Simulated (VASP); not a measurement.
# Si2Mo (I4/mmm) in VASP: further runs, part 2 of 3

VASP 6.6.1. The steps go on from the part before.

## Step 3: Single point, PBE (z stretched by -3 %, then relaxed in part)

File INCAR:

```
SYSTEM = Si2Mo
PREC = Accurate
ENCUT = 520
EDIFF = 1E-7
ISMEAR = -1
SIGMA = 0.05
LREAL = .False.
LASPH = .True.
NELM = 60
ALGO = Normal
ISIF = 2
LWAVE = .False.
LCHARG = .False.
GGA = PE
NBANDS = 18
```

File KPOINTS:

```
Automatic mesh
0
Gamma
  20 20 20
  0 0 0
```

File POSCAR:

```
Si2Mo
1.0
   -1.6000000000      1.6000000000      3.8125850000
    1.6000000000     -1.6000000000      3.8125850000
    1.6000000000      1.6000000000     -3.8125850000
Si Mo
2 1
Direct
    0.3345635989      0.3345635989      0.0000000000
    0.6654364011      0.6654364011      0.0000000000
    0.0000000000      0.0000000000      0.0000000000
```

Potentials or basis: VASP PAW PBE potentials, release 64 (Si, Mo_sv).

Run with:

```
$ cat potpaw_PBE.64/Si/POTCAR potpaw_PBE.64/Mo_sv/POTCAR > POTCAR
$ mpirun -np 1 vasp_std > vasp.out
```

OUTCAR:

```text
SYSTEM = Si2Mo
   PREC = Accurate
   ENCUT = 520
   EDIFF = 1E-7
   ISMEAR = -1
   LREAL = .False.
   LASPH = .True.
   NELM = 60
   ISIF = 2
   GGA = PE

 ion  position               nearest neighbor table
   1  0.335  0.335  0.000-   2 2.52   3 2.55   3 2.59   3 2.59   3 2.59   3 2.59   2 2.60   2 2.60
                             2 2.60   2 2.60
   2  0.665  0.665  0.000-   1 2.52   3 2.55   3 2.59   3 2.59   3 2.59   3 2.59   1 2.60   1 2.60
                             1 2.60   1 2.60
   3  0.000  0.000  0.000-   1 2.55   2 2.55   2 2.59   1 2.59   2 2.59   2 2.59   2 2.59   1 2.59
                             1 2.59   1 2.59

  LATTYP: Found a body centered tetragonal cell.
 ALAT       =     3.2000000000
 C/A-ratio  =     2.3828656250

  Lattice vectors:

 A1 = (  -1.6000000000,   1.6000000000,   3.8125850000)
 A2 = (   1.6000000000,  -1.6000000000,   3.8125850000)
 A3 = (   1.6000000000,   1.6000000000,  -3.8125850000)

Analysis of symmetry for initial positions (statically):
=====================================================================
 Subroutine PRICEL returns:
 Original cell was already a primitive cell.

 Routine SETGRP: Setting up the symmetry group for a
 body centered tetragonal supercell.

 Subroutine GETGRP returns: Found 16 space group operations
 (whereof 16 operations were pure point group operations)
 out of a pool of 16 trial point group operations.

The static configuration has the point symmetry D_4h.

Analysis of symmetry for dynamics (positions and initial velocities):
=====================================================================
 Subroutine PRICEL returns:
 Original cell was already a primitive cell.

 Routine SETGRP: Setting up the symmetry group for a
 body centered tetragonal supercell.

 Subroutine GETGRP returns: Found 16 space group operations
 (whereof 16 operations were pure point group operations)
 out of a pool of 16 trial point group operations.

The dynamic configuration has the point symmetry D_4h.

[... 114 lines left out ...]
   EFERMI =   0.00;   METHOD = LEGACY
   ISMEAR =    -1;   SIGMA  =   0.05  broadening in eV -4-tet -1-fermi 0-gaus
   EFERMI_NEDOS =   21; number of points for ismear=-14 and -15
   IALGO  =     38    algorithm
   IMIX   =      4    mixing-type and parameters
     AMIX     =   0.40;   BMIX     =  1.00
     AMIX_MAG =   1.60;   BMIX_MAG =  1.00
  volume/ion in A,a.u.               =      13.01        87.82
  Fermi-wavevector in a.u.,A,eV,Ry     =   1.352205  2.555297 24.877689  1.828459
  Thomas-Fermi vector in A             =   2.479563
   LORBIT       =      0    0 simple, 1 ext, 2 COOP (PROOUT), +10 PAW based schemes
   GGA     = PE    functional components
   LHFCALC =     F    Hartree Fock is set to
   AEXX    =    0.0000 exact exchange contribution
   IVDW    =     0    specifies the selected vdW correction
   LEPSILON=     F    determine dielectric tensor
   LRPA    =     F    only Hartree local field effects (RPA)
 non-spin polarized calculation
  energy-cutoff  :      520.00
  volume of cell :       39.04
 maximum number of plane-waves:      1070
 NGX is ok and might be reduce to    36
   NGX = 17   NGY = 17   NGZ = 17

 number of electron      22.0000001 magnetization

 Free energy of the ion-electron system (eV)
  ---------------------------------------------------
  ext. energy  EPLUGINS =         0.00000000
  ---------------------------------------------------
  free energy    TOTEN  =       -23.18085858 eV

  energy without entropy =      -23.17912247  energy(sigma->0) =      -23.17999053

 E-fermi :  12.6309     XC(G=0): -12.5681

 val. band max:       12.6235651346   @ k =  -0.4000   0.5000   0.3500
 cond. band min:      12.6356097130   @ k =  -0.0500   0.0500   0.0000
 fundamental gap:      0.0120445784
 Fermi energy:        12.6308514628

 k-point     1 :       0.0000    0.0000    0.0000
  band No.  band energies     occupation
      1     -47.9797      2.00000
      2     -22.1394      2.00000
      3     -22.0804      2.00000
      4     -22.0804      2.00000
      5      -0.9349      2.00000
      6       6.1880      2.00000
[... 481 lines left out ...]
      5       1.1283      2.00000
      6       4.9954      2.00000
[... 10 lines left out ...]
     17      19.9393      0.00000
     18      21.5233      0.00000

 [... further k-points ...]
[... 5 lines left out ...]
  --------------------------------------------------------------------------------------
  -------------------------------------------------------------------------------------
  Total        1.5092153      1.5092153      4.7010915      0.0000000      0.0000000      0.0000000
  in kB       61.9358782     61.9358782    192.9255704      0.0000000      0.0000000      0.0000000
  external PRESSURE =     105.5991090 kB  Pullay stress =       0.0000000 kB

 VOLUME and BASIS-vectors are now :
 -----------------------------------------------------------------------------
  energy-cutoff  :      520.00
  volume of cell :       39.04
      direct lattice vectors                 reciprocal lattice vectors
    -1.600000000  1.600000000  3.812585000     0.000000000  0.312500000  0.131144617
     1.600000000 -1.600000000  3.812585000     0.312500000  0.000000000  0.131144617
     1.600000000  1.600000000 -3.812585000     0.312500000  0.312500000  0.000000000

 POSITION                                       TOTAL-FORCE (eV/Angst)
 -----------------------------------------------------------------------------------
      0.00000      0.00000      2.55110         0.000000      0.000000     -0.018910
      0.00000      0.00000      5.07407        -0.000000     -0.000000      0.018910
      0.00000      0.00000      0.00000        -0.000000     -0.000000      0.000000
 -----------------------------------------------------------------------------------
    total drift:                               -0.000000     -0.000000      0.000000

  FREE ENERGIE OF THE ION-ELECTRON SYSTEM (eV)
  ---------------------------------------------------
  free  energy   TOTEN  =       -23.1808585827 eV

  energy  without entropy=      -23.1791224728  energy(sigma->0) =      -23.17999053
```

OSZICAR:

```text
N       E                     dE             d eps       ncg     rms          rms(c)
DAV:   1     0.121429588748E+03    0.12143E+03   -0.11301E+04 23084   0.116E+03
DAV:   2    -0.209467842948E+02   -0.14238E+03   -0.13954E+03 27720   0.300E+02
DAV:   3    -0.240546925230E+02   -0.31079E+01   -0.30836E+01 28616   0.393E+01
DAV:   4    -0.240721806414E+02   -0.17488E-01   -0.17468E-01 27392   0.322E+00
DAV:   5    -0.240722919676E+02   -0.11133E-03   -0.11132E-03 27052   0.272E-01    0.231E+01
DAV:   6    -0.233182720252E+02    0.75402E+00   -0.53295E+00 24290   0.154E+01    0.525E+00
DAV:   7    -0.232129359313E+02    0.10534E+00   -0.69326E-01 24000   0.520E+00    0.478E+00
DAV:   8    -0.231813616974E+02    0.31574E-01   -0.84008E-02 25040   0.221E+00    0.416E-01
DAV:   9    -0.231809085919E+02    0.45311E-03   -0.15230E-03 27538   0.326E-01    0.245E-01
DAV:  10    -0.231808719744E+02    0.36618E-04   -0.39547E-04 25802   0.174E-01    0.493E-02
DAV:  11    -0.231808607364E+02    0.11238E-04   -0.12084E-04 25292   0.843E-02    0.353E-02
DAV:  12    -0.231808594800E+02    0.12564E-05   -0.18996E-05 24650   0.307E-02    0.914E-03
DAV:  13    -0.231808587009E+02    0.77915E-06   -0.15266E-06 24884   0.102E-02    0.225E-03
DAV:  14    -0.231808586008E+02    0.10010E-06   -0.23844E-08 13190   0.123E-03    0.416E-04
DAV:  15    -0.231808585827E+02    0.18107E-07   -0.44785E-09 12584   0.580E-04
   1 F= -.23180859E+02 E0= -.23179991E+02  d E =-.173611E-02
```

stdout:

```text
POSCAR found type information on POSCAR SiMo
 POSCAR found :  2 types and       3 ions
 scaLAPACK will be used
 LDA part: xc-table for (Slater+PW92), standard interpolation
 POSCAR, INCAR and KPOINTS ok, starting setup
 FFT: planning ... GRIDC
 FFT: planning ... GRID_SOFT
 FFT: planning ... GRID
 WAVECAR not read
 entering main loop
```

Wall time 14 min (1 thread of Oxide Virtual Turin-like, shared host); peak memory 0.5 GiB.

What came out:

```
Free energy            : -23.1809 eV
Pressure               : 10.6 GPa
Largest force          : 0.019 eV/Å
Band gap on the k mesh : zero (bands 11 and 12 overlap by 0.97 eV)
```

Forces on the atoms (eV/Å):
```
Si   0.000  0.000 -0.019
Si   0.000  0.000  0.019
Mo   0.000  0.000  0.000
```

Caveat: the cell differs from its parent crystal (z stretched by -3 %, then relaxed in part); the stress differs along the axes, from 6 to 19 GPa.

## Step 4: Single point, PBE (13.15 Å³/atom)

This run uses another cell than the first one, of 13.15 Å³/atom.

File INCAR:

```
SYSTEM = Si2Mo
PREC = Accurate ; ENCUT = 520
EDIFF = 1E-7 ; ISMEAR = -1
SIGMA = 0.05 ; LREAL = .FALSE.
LASPH = .TRUE. ; NELM = 60
ALGO = Normal ; ISIF = 2
LWAVE = .FALSE. ; LCHARG = .FALSE.
GGA = PE ; NBANDS = 18
```

File KPOINTS:

```
Automatic mesh
0
G
  20 20 20
  0 0 0
```

File POSCAR:

```
Si2Mo
1.0
   -1.5892614214      1.5892614214      3.9041200105
    1.5892614214     -1.5892614214      3.9041200105
    1.5892614214      1.5892614214     -3.9041200105
Si Mo
2 1
Direct
    0.3346995318      0.3346995318      0.0000000000
    0.6653004682      0.6653004682      0.0000000000
    0.0000000000      0.0000000000      0.0000000000
```

Run with:

```
$ cat potpaw_PBE.64/Si/POTCAR potpaw_PBE.64/Mo_sv/POTCAR > POTCAR
$ mpirun -np 1 vasp_std > vasp.out
```

Run time: 13 min. Hardware: 1 thread of Oxide Virtual Turin-like, shared host; peak memory 0.5 GiB.

Results (log left out):

```
Free energy            : -23.2332 eV
Pressure               : 7.2 GPa
Largest force          : 0.015 eV/Å
Band gap on the k mesh : zero (bands 11 and 12 overlap by 0.97 eV)
```

Forces on the atoms (eV/Å):
```
Si   0.000  0.000 -0.015
Si   0.000  0.000  0.015
Mo   0.000  0.000  0.000
```

Stress tensor (GPa, compression positive):
```
7.45 0.00 0.00
0.00 7.45 0.00
0.00 0.00 6.80
```

Levels at points of the mesh, in eV from the Fermi level:
| k point | band 7 | band 8 | band 9 | band 10 | band 11 | band 12 | band 13 | band 14 | band 15 | band 16 |
| --- | --- | --- | --- | --- | --- | --- | --- | --- | --- | --- |
| (0.00, 0.00, 0.00) | -3.42 | -3.14 | -2.66 | -2.66 | 0.40 | 3.12 | 3.28 | 3.62 | 3.62 | 4.18 |
| (0.50, 0.00, 0.00) | -5.03 | -4.55 | -2.65 | -2.61 | -0.52 | 2.34 | 3.14 | 4.21 | 4.24 | 5.55 |
| (0.50, 0.50, 0.00) | -5.73 | -5.20 | -4.51 | -3.14 | -1.19 | 2.40 | 2.82 | 3.18 | 3.37 | 4.79 |
| (0.50, 0.50, 0.50) | -3.63 | -2.26 | -0.59 | -0.59 | -0.46 | -0.46 | 0.54 | 4.76 | 5.36 | 6.02 |

Caveat: the cell stands under pressure.

(Part 2 of 3 ends here.)

The gap in the log of VASP goes by the Fermi energy; the results here count the filled bands.